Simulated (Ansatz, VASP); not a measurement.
**MgO: VASP beside Ansatz**

INCAR

```
  PREC = Accurate
  ENCUT = 520
  EDIFF = 1E-6
  ISMEAR = -1
  SIGMA = 0.02
  LREAL = F
  LASPH = T
  NELM = 80
  ALGO = Normal
  ISIF = 2
  LWAVE = F
  LCHARG = T
  GGA = PE
  LELF = T
  LVHAR = T
  NBANDS = 16
```

File KPOINTS:

```
regular mesh
0
Gamma
  12 12 6
```

Contents of POSCAR:

```
MgO
1.0
    2.9230552965     -0.0819917011      0.0000000000
   -1.5325345443      2.5724359939      0.0000000000
    0.0000000000      0.0000000000      5.0921016473
Mg O
2 2
Direct
    0.0000000000      0.0000000000      0.0000000000
    0.0000000000      0.0000000000      0.5000000000
    0.3331115734      0.6651479499      0.2500000000
    0.6668884266      0.3348520501      0.7500000000
```

Input for Ansatz:

```yaml
crystal:
  lattice:
    - [2.9230552965, -0.0819917011, 0.0]
    - [-1.5325345443, 2.5724359939, 0.0]
    - [0.0, 0.0, 5.0921016473]
  atoms:
    - { symbol: Mg, position: [0.0, 0.0, 0.0] }
    - { symbol: Mg, position: [0.0, 0.0, 0.5] }
    - { symbol: O, position: [0.3331115734, 0.6651479499, 0.25] }
    - { symbol: O, position: [0.6668884266, 0.3348520501, 0.75] }
kpoints:
  mp_grid: { grid: [12, 12, 6] }
  band_path:
    path:
      - [0.0, 0.0, 0.0]
      - [0.5, 0.0, 0.0]
      - [0.3333333333, 0.3333333333, 0.0]
      - [0.0, 0.0, 0.5]
      - [0.5, 0.0, 0.5]
      - [0.3333333333, 0.3333333333, 0.5]
    npoints: 1
hamiltonian:
  xc: pbe
scf:
  occupations: { method: fermi_dirac, width: 0.02 }
  n_extra_bands: 5
output:
  forces: true
  stress: true
  eigenvalues: true
```

Change from the starting cell: shear_xy strain -5.6%.

Alike in both runs: task single point; functional PBE; k mesh 12 × 12 × 6; occupations fermi-dirac, width 0.02 eV; no spin polarisation.

|  | VASP | Ansatz |
| --- | --- | --- |
| version | VASP 6.6.1 | Ansatz 0.2.0 |
| potentials or method | VASP PAW PBE potentials, release 64 (Mg, O) | plane waves, PAW |
| plane-wave cutoff (eV) | 520 | 420 |
| valence electrons in the cell | 16 | 32 |

|  | VASP | Ansatz | Ansatz less VASP |
| --- | --- | --- | --- |
| gap on the k mesh at the Fermi level (eV) | 4.31 | 4.32 | +0.017 |
| pressure (GPa) | 5.4 | 6.1 | +0.69 |
| traceless stress, the component that is largest in VASP (GPa) | 7.32 | 7.27 | -0.056 |
| rms of the force components (eV/Å) | 0.009 | 0.009 | -0.0003 |

Atom by atom the forces differ by 0.000 eV/Å (rms over components). VASP's potentials hold 16 valence electrons a cell and Ansatz's 32, so a difference there can come from the potentials and not from the codes.
